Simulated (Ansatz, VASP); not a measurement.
## PbS in VASP and in Ansatz

```
CELL_PARAMETERS angstrom
0.00000 2.96500 2.96500
2.96500 0.00000 2.96500
2.96500 2.96500 0.00000
ATOMIC_POSITIONS crystal
Pb 0.50000 0.50000 0.50000
S 0.00000 0.00000 0.00000
```

Alike in both runs: task single point; functional PBE-based screened hybrid; k mesh 4 × 4 × 4; occupations gaussian, width 0.05 eV; no spin polarisation.

|  | VASP | Ansatz |
| --- | --- | --- |
| version | VASP 6.6.1 | Ansatz 0.2.0 |
| potentials or method | VASP PAW PBE potentials, release 64 (Pb_d, S), cutoff 520 eV | scalar-relativistic, plane waves, PAW |
| valence electrons in the cell | 20 | 20 |

VASP gave:

| Property | Result |
| --- | --- |
| gap on the k mesh at the Fermi level (eV) | 1.09 |
| least direct gap on the mesh (eV) | 1.09 |
| pressure (GPa) | 0.6 |

Problem. Estimate Ansatz's values.

Solution. gap on the k mesh at the Fermi level (eV): 1.08; least direct gap on the mesh (eV): 1.08; pressure (GPa): 0.7.

VASP's potentials were made for PBE, not for PBE-based screened hybrid. With one functional, cell and mesh, what is left measures potentials, basis and numerics. Ansatz's warnings: stress exchange threshold loose, stress scf threshold loose.

The k mesh is coarse, so the values compare programs but aren't converged. Neither program's run includes spin-orbit coupling.
